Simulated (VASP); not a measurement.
# ZnS (NiAs type) (P6_3/mmc) in VASP: relaxation of cell and atoms with PBE

Aim: the relaxation of cell and atoms of ZnS (NiAs type) with PBE.

All numbers are computed with VASP 6.6.1; they aren't measurements. Logs are shortened: lines on timing, memory, paths and dates and some standing lists are left out, and cuts for length are marked.

## 1. The cell of the first run

Symmetry: P6_3/mmc, No. 194, hexagonal system. The conventional cell has a = 3.672 Å, b = 3.672 Å, c = 5.692 Å, α = 90.00°, β = 90.00°, γ = 120.00°. Zn (site symmetry -3m) has 6 S at 2.55 Å and 2 Zn at 2.85 Å within 3.4 Å. Within 3.4 Å of S (site symmetry -6m2) lie 6 Zn at 2.55 Å.

## 2. Relaxation of cell and atoms, PBE, target pressure 0.016 GPa, at which the enthalpy is minimised

The input, INCAR:

```
SYSTEM = ZnS
ALGO = Normal
EDIFF = 1E-7
EDIFFG = -0.005
ENCUT = 500
GGA = PE
GGA_COMPAT = .FALSE.
IBRION = 2
ISIF = 3
ISMEAR = -1
LASPH = .TRUE.
LCHARG = .FALSE.
LREAL = .FALSE.
LWAVE = .FALSE.
NELM = 120
NELMIN = 4
NSW = 60
PREC = Accurate
PSTRESS = 0.16
SIGMA = 0.05
```

The input, KPOINTS:

```
k-points
0
G
  11 11 6
  0 0 0
```

The input, POSCAR:

```
ZnS
1.0
    3.6719805294      0.0000000000      0.0000000000
   -1.8359902647      3.1800284207      0.0000000000
    0.0000000000      0.0000000000      5.6915698206
Zn S
2 2
Direct
    0.0000000000      0.0000000000      0.0000000000
    0.0000000000      0.0000000000      0.5000000000
    0.3333333333      0.6666666667      0.2500000000
    0.6666666667      0.3333333333      0.7500000000
```

Potentials or basis: VASP PAW PBE potentials, release 64 (Zn, S).

Launch:

```bash
cat potpaw_PBE.64/Zn/POTCAR potpaw_PBE.64/S/POTCAR > POTCAR
mpirun -np 1 vasp_std > vasp.out
```

OUTCAR:

```text
SYSTEM = ZnS
   EDIFF = 1E-7
   EDIFFG = -0.005
   ENCUT = 500
   GGA = PE
   IBRION = 2
   ISIF = 3
   ISMEAR = -1
   LASPH = .TRUE.
   LREAL = .FALSE.
   NELM = 120
   NELMIN = 4
   NSW = 60
   PREC = Accurate
   PSTRESS = 0.16

 ion  position               nearest neighbor table
   1  0.000  0.000  0.000-   3 2.55   4 2.55   4 2.55   3 2.55   4 2.55   3 2.55   2 2.85   2 2.85

   2  0.000  0.000  0.500-   3 2.55   4 2.55   4 2.55   3 2.55   4 2.55   3 2.55   1 2.85   1 2.85

   3  0.333  0.667  0.250-   1 2.55   2 2.55   1 2.55   2 2.55   1 2.55   2 2.55
   4  0.667  0.333  0.750-   1 2.55   2 2.55   1 2.55   2 2.55   1 2.55   2 2.55

  LATTYP: Found a hexagonal cell.
 ALAT       =     3.6719805294
 C/A-ratio  =     1.5500000000

  Lattice vectors:

 A1 = (   3.6719805294,   0.0000000000,   0.0000000000)
 A2 = (  -1.8359902647,   3.1800284207,   0.0000000000)
 A3 = (   0.0000000000,   0.0000000000,   5.6915698206)

Analysis of symmetry for initial positions (statically):
=====================================================================
 Subroutine PRICEL returns:
 Original cell was already a primitive cell.

 Routine SETGRP: Setting up the symmetry group for a
 hexagonal supercell.

 Subroutine GETGRP returns: Found 24 space group operations
 (whereof 12 operations were pure point group operations)
 out of a pool of 24 trial point group operations.

The static configuration has the point symmetry D_3d.
 The point group associated with its full space group is D_6h.

Analysis of symmetry for dynamics (positions and initial velocities):
=====================================================================
 Subroutine PRICEL returns:
 Original cell was already a primitive cell.

 Routine SETGRP: Setting up the symmetry group for a
 hexagonal supercell.

 Subroutine GETGRP returns: Found 24 space group operations
 (whereof 12 operations were pure point group operations)
 out of a pool of 24 trial point group operations.

The dynamic configuration has the point symmetry D_3d.
 The point group associated with its full space group is D_6h.

 Subroutine INISYM returns: Found 24 space group operations
 (whereof 12 operations are pure point group operations),
 and found     1 'primitive' translations

----------------------------------------------------------------------------------------

                                     Primitive cell

  volume of cell :      66.4605

  direct lattice vectors                    reciprocal lattice vectors
     3.671980529  0.000000000  0.000000000     0.272332599  0.157231299  0.000000000
    -1.835990265  3.180028421  0.000000000     0.000000000  0.314462598  0.000000000
     0.000000000  0.000000000  5.691569821     0.000000000  0.000000000  0.175698451

  length of vectors
     3.671980529  3.671980529  5.691569821     0.314462598  0.314462598  0.175698451

  position of ions in fractional coordinates (direct lattice)
     0.000000000  0.000000000  0.000000000
     0.000000000  0.000000000  0.500000000
     0.333333333  0.666666667  0.250000000
     0.666666667  0.333333333  0.750000000

  ion indices of the primitive-cell ions
   primitive index   ion index
                 1           1
                 2           2
                 3           3
                 4           4

----------------------------------------------------------------------------------------

 KPOINTS: k-points

Automatic generation of k-mesh.
 Grid dimensions read from file:
 generate k-points for:   11   11    6

 Generating k-lattice:

  Cartesian coordinates                     Fractional coordinates (reciprocal lattice)
     0.024757509  0.014293754  0.000000000     0.090909091  0.000000000  0.000000000
     0.000000000  0.028587509  0.000000000     0.000000000  0.090909091  0.000000000
     0.000000000  0.000000000  0.029283075     0.000000000  0.000000000  0.166666667

  Length of vectors
     0.028587509  0.028587509  0.029283075

  Shift w.r.t. Gamma in fractional coordinates (k-lattice)
     0.000000000  0.000000000  0.000000000

 Subroutine IBZKPT returns following result:
 ===========================================

 Found     64 irreducible k-points:

 Following reciprocal coordinates:
            Coordinates               Weight
  0.000000  0.000000  0.000000      1.000000
  0.090909 -0.000000  0.000000      6.000000
  0.181818 -0.000000  0.000000      6.000000
  0.272727  0.000000  0.000000      6.000000
  0.363636 -0.000000  0.000000      6.000000
  0.454545  0.000000  0.000000      6.000000
[... 16 lines left out ...]
  0.090909  0.090909  0.166667     12.000000
  0.181818  0.090909  0.166667     24.000000
 [... further k-points ...]
   k-points           NKPTS =     64   k-points in BZ     NKDIM =     64   number of bands    NBANDS=     22
   number of dos      NEDOS =    301   number of ions     NIONS =      4
   total plane-waves  NPLWV =  32928
   dimension x,y,z NGX =    28 NGY =   28 NGZ =   42
   dimension x,y,z NGXF=    56 NGYF=   56 NGZF=   84
   ions per type =               2   2
   NGX,Y,Z   is equivalent  to a cutoff of  12.68, 12.68, 12.27 a.u.
   NGXF,Y,Z  is equivalent  to a cutoff of  25.35, 25.35, 24.54 a.u.
 SYSTEM =  ZnS
   PREC   = accura    normal or accurate (medium, high low for compatibility)
   ISTART =      0    job   : 0-new  1-cont  2-samecut
   ICHARG =      2    charge: 1-file 2-atom 10-const
   ISPIN  =      1    spin polarized calculation?
   LNONCOLLINEAR =      F non collinear calculations
   LSORBIT =      F    spin-orbit coupling
   LASPH  =      T    aspherical Exc in radial PAW
   ENCUT  =  500.0 eV  36.75 Ry    6.06 a.u.   6.69  6.69 10.38*2*pi/ulx,y,z
   NELM   =    120;   NELMIN=  4; NELMDL= -5     # of ELM steps
   EDIFF  = 0.1E-06   stopping-criterion for ELM
   LREAL  =      F    real-space projection
   EDIFFG = -.5E-02   stopping-criterion for IOM
   NSW    =     60    number of steps for IOM
   IBRION =      2    ionic relax: 0-MD 1-quasi-New 2-CG
   NFREE  =      1    steps in history (QN), initial steepest desc. (CG)
   ISIF   =      3    stress and relaxation
   ISYM   =      2    0-nonsym 1-usesym 2-fastsym
   POTIM  = 0.5000    time-step for ionic-motion
   TEBEG  =    0.0;   TEEND  =   0.0 temperature during run
   PSTRESS=    0.2 pullay stress
   NELECT =      36.0000    total number of electrons
   NUPDOWN=      -1.0000    fix difference up-down
   EMIN   =  10.00;   EMAX   =-10.00  energy-range for DOS
   EFERMI =   0.00;   METHOD = LEGACY
   ISMEAR =    -1;   SIGMA  =   0.05  broadening in eV -4-tet -1-fermi 0-gaus
   EFERMI_NEDOS =   21; number of points for ismear=-14 and -15
   IALGO  =     38    algorithm
   IMIX   =      4    mixing-type and parameters
     AMIX     =   0.40;   BMIX     =  1.00
     AMIX_MAG =   1.60;   BMIX_MAG =  1.00
  volume/ion in A,a.u.               =      16.62       112.12
  Fermi-wavevector in a.u.,A,eV,Ry     =   1.334508  2.521854 24.230774  1.780912
  Thomas-Fermi vector in A             =   2.463284
   LORBIT       =      0    0 simple, 1 ext, 2 COOP (PROOUT), +10 PAW based schemes
   GGA     = PE    functional components
   LHFCALC =     F    Hartree Fock is set to
   AEXX    =    0.0000 exact exchange contribution
   IVDW    =     0    specifies the selected vdW correction
   LEPSILON=     F    determine dielectric tensor
   LRPA    =     F    only Hartree local field effects (RPA)
 conjugate gradient relaxation of ions
 non-spin polarized calculation
  energy-cutoff  :      500.00
  volume of cell :       66.46
 maximum number of plane-waves:      1725
 NGX is ok and might be reduce to    28
   NGX = 13   NGY = 13   NGZ = 21

--------------------------------------- Ionic step        1  -------------------------------------------

 number of electron      35.9999970 magnetization

 Free energy of the ion-electron system (eV)
  ---------------------------------------------------
  ext. energy  EPLUGINS =         0.00000000
  ---------------------------------------------------
  free energy    TOTEN  =       -12.30571601 eV

  energy without entropy =      -12.30570544  energy(sigma->0) =      -12.30571072

------------------------ aborting loop because EDIFF is reached ----------------------------------------

  FORCE on cell =-STRESS in cart. coord.  units (eV):
  Direction    XX          YY          ZZ          XY          YZ          ZX
  --------------------------------------------------------------------------------------
  -------------------------------------------------------------------------------------
  Total       -0.1412502     -0.1412502      2.0580100      0.0000000      0.0000000      0.0000000
  in kB       -3.4051498     -3.4051498     49.6129023      0.0000000      0.0000000      0.0000000
  external PRESSURE =      14.1075342 kB  Pullay stress =       0.1600000 kB
[... 225 lines left out ...]
  enthalpy is  TOTEN    =       -12.3411392894 eV   P V=        0.0067344262

--------------------------------------- Ionic step        7  -------------------------------------------

 number of electron      35.9999982 magnetization

 Free energy of the ion-electron system (eV)
  ---------------------------------------------------
  ext. energy  EPLUGINS =         0.00000000
  ---------------------------------------------------
  free energy    TOTEN  =       -12.34789254 eV

  energy without entropy =      -12.34780832  energy(sigma->0) =      -12.34785043

 E-fermi :   3.9719     XC(G=0): -10.6930

 val. band max:        3.6678349787   @ k =   0.1818  -0.0000   0.0000
 cond. band min:       4.2176814732   @ k =   0.3636   0.2727   0.0000
 fundamental gap:      0.5498464945
 Fermi energy:         3.9718605332

 k-point     1 :       0.0000    0.0000    0.0000
  band No.  band energies     occupation
      1     -10.0193      2.00000
      2      -8.4115      2.00000
      3      -3.3392      2.00000
      4      -2.9585      2.00000
      5      -2.9585      2.00000
      6      -2.8793      2.00000
[... 574 lines left out ...]
      6      -2.7486      2.00000
[... 14 lines left out ...]
     21       8.9898      0.00000
     22       9.9688      0.00000

 [... further k-points ...]

------------------------ aborting loop because EDIFF is reached ----------------------------------------

  FORCE on cell =-STRESS in cart. coord.  units (eV):
  Direction    XX          YY          ZZ          XY          YZ          ZX
  --------------------------------------------------------------------------------------
  -------------------------------------------------------------------------------------
  Total       -0.0100954     -0.0100954      0.0030787      0.0000000      0.0000000      0.0000000
  in kB       -0.2400408     -0.2400408      0.0732033      0.0000000      0.0000000      0.0000000
  external PRESSURE =      -0.2956261 kB  Pullay stress =       0.1600000 kB
[... 19 lines left out ...]
  FREE ENERGIE OF THE ION-ELECTRON SYSTEM (eV)
  ---------------------------------------------------
  free  energy   TOTEN  =       -12.3478925385 eV

  energy  without entropy=      -12.3478083199  energy(sigma->0) =      -12.34785043

  enthalpy is  TOTEN    =       -12.3411634075 eV   P V=        0.0067291310

 reached required accuracy - stopping structural energy minimisation
```

It took 2.7 min on 1 thread of Intel Xeon 6975P-C (Granite Rapids), shared host; peak memory 0.23 GiB.

Results:

| Quantity | Value |
| --- | --- |
| Free energy | -12.3479 eV |
| Relaxed volume | 16.85 Å³/atom |
| Relaxed cell | a = 3.627 Å, b = 3.627 Å, c = 5.915 Å, α = 90.00°, β = 90.00°, γ = 120.00° |
| Space group after relaxing (to 0.1 Å) | P6_3/mmc (No. 194) |
| Energy change on relaxing (the run minimises the enthalpy) | -10.5 meV/atom |
| Ionic steps | 7 |
| Pressure after relaxing | 0.0 GPa |
| Band gap on the k mesh | 0.55 eV (least direct gap 1.51 eV) |

Step by step:
```tsv
step	energy change (eV)	largest force (eV/Å)	pressure (GPa)	volume (Å³)
1	0.0000	0.0000	1.43	66.46
2	-0.0325	0.0000	-0.52	67.86
3	-0.0352	0.0000	-1.23	68.42
4	-0.0422	0.0000	-0.06	67.42
5	-0.0422	0.0000	-0.05	67.42
6	-0.0422	0.0000	-0.06	67.44
7	-0.0422	0.0000	-0.01	67.38
```

Final structure:
```cif
data_structure
_symmetry_space_group_name_H-M 'P 1'
_symmetry_Int_Tables_number 1
_cell_length_a 3.6270
_cell_length_b 3.6270
_cell_length_c 5.9147
_cell_angle_alpha 90.000
_cell_angle_beta 90.000
_cell_angle_gamma 120.000
_cell_volume 67.38
loop_
_atom_site_label
_atom_site_type_symbol
_atom_site_fract_x
_atom_site_fract_y
_atom_site_fract_z
_atom_site_occupancy
Zn1 Zn 0.00000 0.00000 0.00000 1
Zn2 Zn 0.00000 0.00000 0.50000 1
S1 S 0.33333 0.66667 0.25000 1
S2 S 0.66667 0.33333 0.75000 1
```

Caveat: the cell is relaxed towards a set pressure, so the run minimises the enthalpy, not the energy; an odd mesh through Γ misses points on the zone boundary, where band edges can lie.
